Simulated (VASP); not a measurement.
# AgP4 (C2/c) in VASP: single point with PBE

Aim: the single point of AgP4 with PBE.

All numbers are computed with VASP 6.6.1; they aren't measurements. Logs are shortened: lines on timing, memory, paths and dates and some standing lists are left out, and cuts for length are marked.

## Step 1: The cell of the first run

Symmetry: C2/c, No. 15, monoclinic system. The conventional cell has a = 5.413 Å, b = 11.349 Å, c = 5.930 Å, α = 90.00°, β = 110.64°, γ = 90.00°. Within 3.3 Å of Ag (site symmetry 2) lie 6 P at 2.48 to 2.55 Å. Within 2.8 Å of P (site symmetry 1) lie 2 P at 2.12 to 2.17 Å and 2 Ag at 2.55 Å. Within 2.9 Å of P (site symmetry 1) lie 3 P at 2.17 to 2.19 Å and 1 Ag at 2.48 Å.

## Step 2: Single point, PBE

File INCAR:

```
SYSTEM = AgP4
PREC = Accurate
ENCUT = 520
EDIFF = 1E-7
ISMEAR = -1
SIGMA = 0.1
LREAL = .FALSE.
LASPH = .TRUE.
NELM = 80
ALGO = Normal
ISIF = 2
LWAVE = .FALSE.
LCHARG = .FALSE.
GGA = PE
NBANDS = 42
```

File KPOINTS:

```
Automatic mesh
0
G
  4 4 3
  0 0 0
```

File POSCAR:

```
AgP4
1.0
    5.4132190000     -0.0000002385      0.0000000000
    2.7066092500     -5.6745571192      0.0000000000
    2.0902180000     -0.0000000921     -5.5491760000
Ag P
2 8
Direct
    0.0814397304      0.8371205392      0.7500000000
    0.9185602696      0.1628794608      0.2500000000
    0.3754146021      0.8312768360      0.3061101307
    0.7933085619      0.8312768360      0.1938898693
    0.6245853979      0.1687231640      0.6938898693
    0.2066914381      0.1687231640      0.8061101307
    0.5270458595      0.5169190818      0.8069818528
    0.9560350588      0.5169190818      0.6930181472
    0.4729541405      0.4830809182      0.1930181472
    0.0439649412      0.4830809182      0.3069818528
```

Potentials or basis: VASP PAW PBE potentials, release 64 (Ag, P).

Launch:

```sh
cat potpaw_PBE.64/Ag/POTCAR potpaw_PBE.64/P/POTCAR > POTCAR
mpirun -np 1 vasp_std > vasp.out
```

OUTCAR:

```text
SYSTEM = AgP4
   PREC = Accurate
   ENCUT = 520
   EDIFF = 1E-7
   ISMEAR = -1
   LREAL = .FALSE.
   LASPH = .TRUE.
   NELM = 80
   ISIF = 2
   GGA = PE

 ion  position               nearest neighbor table
   1  0.081  0.837  0.750-   8 2.48   7 2.48   4 2.55   3 2.55   5 2.55   6 2.55   2 3.49   2 3.49

   2  0.919  0.163  0.250-  10 2.48   9 2.48   6 2.55   5 2.55   3 2.55   4 2.55   1 3.49   1 3.49

   3  0.375  0.831  0.306-   4 2.12   9 2.17   1 2.55   2 2.55
   4  0.793  0.831  0.194-   3 2.12  10 2.17   1 2.55   2 2.55
   5  0.625  0.169  0.694-   6 2.12   7 2.17   2 2.55   1 2.55
   6  0.207  0.169  0.806-   5 2.12   8 2.17   2 2.55   1 2.55
   7  0.527  0.517  0.807-   5 2.17   8 2.18   9 2.19   1 2.48
   8  0.956  0.517  0.693-   6 2.17   7 2.18  10 2.19   1 2.48
   9  0.473  0.483  0.193-   3 2.17  10 2.18   7 2.19   2 2.48
  10  0.044  0.483  0.307-   4 2.17   9 2.18   8 2.19   2 2.48

  LATTYP: Found a base centered monoclinic cell.
 ALAT       =     5.4132190000
 B/A-ratio  =     2.0965554876
 C/A-ratio  =     1.0954270094
 COS(beta)  =    -0.3524946590

  Lattice vectors:

 A1 = (  -2.7066097500,  -5.6745568807,   0.0000000000)
 A2 = (  -2.7066092500,   5.6745571192,   0.0000000000)
 A3 = (   2.0902180000,  -0.0000000921,  -5.5491760000)

Analysis of symmetry for initial positions (statically):
=====================================================================
 Subroutine PRICEL returns:
 Original cell was already a primitive cell.

 Routine SETGRP: Setting up the symmetry group for a
 base centered monoclinic supercell.

 Subroutine GETGRP returns: Found  4 space group operations
 (whereof  2 operations were pure point group operations)
 out of a pool of  4 trial point group operations.

The static configuration has the point symmetry S_2 .
 The point group associated with its full space group is C_2h.

Analysis of symmetry for dynamics (positions and initial velocities):
=====================================================================
 Subroutine PRICEL returns:
 Original cell was already a primitive cell.

 Routine SETGRP: Setting up the symmetry group for a
 base centered monoclinic supercell.

 Subroutine GETGRP returns: Found  4 space group operations
 (whereof  2 operations were pure point group operations)
 out of a pool of  4 trial point group operations.

The dynamic configuration has the point symmetry S_2 .
 The point group associated with its full space group is C_2h.

 Subroutine INISYM returns: Found  4 space group operations
 (whereof  2 operations are pure point group operations),
 and found     1 'primitive' translations

----------------------------------------------------------------------------------------

                                     Primitive cell

  volume of cell :     170.4575

  direct lattice vectors                    reciprocal lattice vectors
     5.413219000 -0.000000239  0.000000000     0.184732970  0.088112597  0.069583695
     2.706609250 -5.674557119  0.000000000    -0.000000008 -0.176225210  0.000000000
     2.090218000 -0.000000092 -5.549176000     0.000000000  0.000000000 -0.180206935

  length of vectors
     5.413219000  6.286997068  5.929786300     0.216175832  0.176225210  0.180206935

  position of ions in fractional coordinates (direct lattice)
     0.081439730  0.837120539  0.750000000
     0.918560270  0.162879461  0.250000000
     0.375414602  0.831276836  0.306110131
     0.793308562  0.831276836  0.193889869
     0.624585398  0.168723164  0.693889869
     0.206691438  0.168723164  0.806110131
     0.527045859  0.516919082  0.806981853
     0.956035059  0.516919082  0.693018147
     0.472954141  0.483080918  0.193018147
     0.043964941  0.483080918  0.306981853

  ion indices of the primitive-cell ions
   primitive index   ion index
                 1           1
                 2           2
                 3           3
                 4           4
                 5           5
                 6           6
                 7           7
                 8           8
                 9           9
                10          10

----------------------------------------------------------------------------------------

 KPOINTS: Automatic mesh

Automatic generation of k-mesh.
 Grid dimensions read from file:
 generate k-points for:    4    4    3

 Generating k-lattice:

  Cartesian coordinates                     Fractional coordinates (reciprocal lattice)
     0.046183242  0.022028149  0.017395924     0.250000000  0.000000000 -0.000000000
    -0.000000002 -0.044056303  0.000000000    -0.000000000  0.250000000  0.000000000
     0.000000000  0.000000000 -0.060068978     0.000000000  0.000000000  0.333333333

  Length of vectors
     0.054043958  0.044056303  0.060068978

  Shift w.r.t. Gamma in fractional coordinates (k-lattice)
     0.000000000  0.000000000  0.000000000

 Subroutine IBZKPT returns following result:
 ===========================================

 Found     17 irreducible k-points:

 Following reciprocal coordinates:
            Coordinates               Weight
  0.000000  0.000000  0.000000      1.000000
  0.250000  0.000000 -0.000000      4.000000
  0.500000  0.000000 -0.000000      2.000000
  0.000000  0.250000  0.000000      2.000000
  0.500000  0.250000  0.000000      2.000000
 -0.250000  0.250000 -0.000000      4.000000
[... 9 lines left out ...]
  0.250000  0.500000  0.333333      4.000000
  0.500000 -0.250000  0.333333      2.000000
   k-points           NKPTS =     17   k-points in BZ     NKDIM =     17   number of bands    NBANDS=     42
   number of dos      NEDOS =    301   number of ions     NIONS =     10
   total plane-waves  NPLWV =  92160
   dimension x,y,z NGX =    40 NGY =   48 NGZ =   48
   dimension x,y,z NGXF=    80 NGYF=   96 NGZF=   96
   ions per type =               2   8
   NGX,Y,Z   is equivalent  to a cutoff of  12.28, 12.69, 13.46 a.u.
   NGXF,Y,Z  is equivalent  to a cutoff of  24.57, 25.39, 26.91 a.u.
 SYSTEM =  AgP4
   PREC   = accura    normal or accurate (medium, high low for compatibility)
   ISTART =      0    job   : 0-new  1-cont  2-samecut
   ICHARG =      2    charge: 1-file 2-atom 10-const
   ISPIN  =      1    spin polarized calculation?
   LNONCOLLINEAR =      F non collinear calculations
   LSORBIT =      F    spin-orbit coupling
   LASPH  =      T    aspherical Exc in radial PAW
   ENCUT  =  520.0 eV  38.22 Ry    6.18 a.u.  10.07 11.69 11.03*2*pi/ulx,y,z
   NELM   =     80;   NELMIN=  2; NELMDL= -5     # of ELM steps
   EDIFF  = 0.1E-06   stopping-criterion for ELM
   LREAL  =      F    real-space projection
   EDIFFG = 0.1E-05   stopping-criterion for IOM
   NSW    =      0    number of steps for IOM
   IBRION =     -1    ionic relax: 0-MD 1-quasi-New 2-CG
   NFREE  =      0    steps in history (QN), initial steepest desc. (CG)
   ISIF   =      2    stress and relaxation
   ISYM   =      2    0-nonsym 1-usesym 2-fastsym
   POTIM  = 0.5000    time-step for ionic-motion
   TEBEG  =    0.0;   TEEND  =   0.0 temperature during run
   PSTRESS=    0.0 pullay stress
   NELECT =      62.0000    total number of electrons
   NUPDOWN=      -1.0000    fix difference up-down
   EMIN   =  10.00;   EMAX   =-10.00  energy-range for DOS
   EFERMI =   0.00;   METHOD = LEGACY
   ISMEAR =    -1;   SIGMA  =   0.10  broadening in eV -4-tet -1-fermi 0-gaus
   EFERMI_NEDOS =   21; number of points for ismear=-14 and -15
   IALGO  =     38    algorithm
   IMIX   =      4    mixing-type and parameters
     AMIX     =   0.40;   BMIX     =  1.00
     AMIX_MAG =   1.60;   BMIX_MAG =  1.00
  volume/ion in A,a.u.               =      17.05       115.03
  Fermi-wavevector in a.u.,A,eV,Ry     =   1.168602  2.208338 18.580540  1.365631
  Thomas-Fermi vector in A             =   2.305087
   LORBIT       =      0    0 simple, 1 ext, 2 COOP (PROOUT), +10 PAW based schemes
   GGA     = PE    functional components
   LHFCALC =     F    Hartree Fock is set to
   AEXX    =    0.0000 exact exchange contribution
   IVDW    =     0    specifies the selected vdW correction
   LEPSILON=     F    determine dielectric tensor
   LRPA    =     F    only Hartree local field effects (RPA)
 non-spin polarized calculation
  energy-cutoff  :      520.00
  volume of cell :      170.46
 maximum number of plane-waves:      4611
   NGX = 21   NGY = 23   NGZ = 23

 number of electron      61.9999999 magnetization

 Free energy of the ion-electron system (eV)
  ---------------------------------------------------
  ext. energy  EPLUGINS =         0.00000000
  ---------------------------------------------------
  free energy    TOTEN  =       -47.00619455 eV

  energy without entropy =      -46.91329905  energy(sigma->0) =      -46.95974680

 E-fermi :   8.0763     XC(G=0): -10.6873

 val. band max:        8.0577051250   @ k =   0.0000   0.0000   0.0000
 cond. band min:       8.1317223135   @ k =   0.5000   0.0000   0.3333
 fundamental gap:      0.0740171885
 Fermi energy:         8.0763368441

 k-point     1 :       0.0000    0.0000    0.0000
  band No.  band energies     occupation
      1      -7.9011      2.00000
      2      -5.7245      2.00000
      3      -4.2605      2.00000
      4      -4.1597      2.00000
      5      -3.0021      2.00000
      6      -2.7480      2.00000
[... 34 lines left out ...]
     41      12.4878      0.00000
     42      13.1594      0.00000

 k-point     2 :       0.2500    0.0000   -0.0000
  band No.  band energies     occupation
      1      -7.5841      2.00000
      2      -5.6626      2.00000
      3      -5.2762      2.00000
      4      -4.5067      2.00000
      5      -2.5285      2.00000
      6      -1.9695      2.00000
[... 664 lines left out ...]
     41      12.3229      0.00000
     42      12.7204      0.00000

 k-point    17 :       0.5000   -0.2500    0.3333
  band No.  band energies     occupation
      1      -7.0614      2.00000
      2      -5.9515      2.00000
      3      -5.5413      2.00000
      4      -4.9561      2.00000
      5      -2.7905      2.00000
      6      -1.5521      2.00000
[... 34 lines left out ...]
     41      11.4783      0.00000
     42      12.8170      0.00000

------------------------ aborting loop because EDIFF is reached ----------------------------------------

  FORCE on cell =-STRESS in cart. coord.  units (eV):
  Direction    XX          YY          ZZ          XY          YZ          ZX
  --------------------------------------------------------------------------------------
  -------------------------------------------------------------------------------------
  Total       11.1621162     11.6080818     12.5890672      0.0000000      0.0000001     -2.0233825
  in kB      104.9158397    109.1075953    118.3281502      0.0000002      0.0000008    -19.0183356
  external PRESSURE =     110.7838617 kB  Pullay stress =       0.0000000 kB

 VOLUME and BASIS-vectors are now :
 -----------------------------------------------------------------------------
  energy-cutoff  :      520.00
  volume of cell :      170.46
      direct lattice vectors                 reciprocal lattice vectors
     5.413219000 -0.000000239  0.000000000     0.184732970  0.088112597  0.069583695
     2.706609250 -5.674557119  0.000000000    -0.000000008 -0.176225210  0.000000000
     2.090218000 -0.000000092 -5.549176000     0.000000000  0.000000000 -0.180206935

 POSITION                                       TOTAL-FORCE (eV/Angst)
 -----------------------------------------------------------------------------------
      4.27427     -4.75029     -4.16188        -0.000000     -0.005965      0.000000
      5.93577     -0.92427     -1.38729         0.000000      0.005965      0.000000
      4.92198     -4.71713     -1.69866         0.033592      0.038517      0.029385
      6.94957     -4.71713     -1.07593        -0.033592      0.038517     -0.029385
      5.28807     -0.95743     -3.85052        -0.033592     -0.038517     -0.029385
      3.26048     -0.95743     -4.47325         0.033592     -0.038517      0.029385
      5.93888     -2.93329     -4.47808         0.039152      0.041161     -0.011687
      8.02288     -2.93329     -3.84568        -0.039152      0.041161      0.011687
      4.27117     -2.74127     -1.07109        -0.039152     -0.041161      0.011687
      2.18716     -2.74127     -1.70350         0.039152     -0.041161     -0.011687
 -----------------------------------------------------------------------------------
    total drift:                                0.000000     -0.000000      0.000000

  FREE ENERGIE OF THE ION-ELECTRON SYSTEM (eV)
  ---------------------------------------------------
  free  energy   TOTEN  =       -47.0061945500 eV

  energy  without entropy=      -46.9132990485  energy(sigma->0) =      -46.95974680
```

It took 2.3 min on 1 thread of Intel Xeon Platinum 8375C at 2.90GHz (Ice Lake), shared host; peak memory 0.33 GiB.

What came out:

- Free energy: -47.0062 eV
- Pressure: 11.1 GPa
- Largest force: 0.059 eV/Å
- Band gap on the k mesh: zero (bands 31 and 32 overlap by 1.82 eV)

Forces in eV/Å, atoms in the order of the input:
```
Ag   0.000 -0.006  0.000
Ag   0.000  0.006  0.000
P    0.034  0.039  0.029
P   -0.034  0.039 -0.029
P   -0.034 -0.039 -0.029
P    0.034 -0.039  0.029
P    0.039  0.041 -0.012
P   -0.039  0.041  0.012
P   -0.039 -0.041  0.012
P    0.039 -0.041 -0.012
```

Stress tensor (GPa, compression positive):
```
10.49  0.00 -1.90
 0.00 10.91  0.00
-1.90  0.00 11.83
```

Caveat: the k points lie up to 0.38 Å⁻¹ apart, too coarse for converged energies and pressures of a metal.
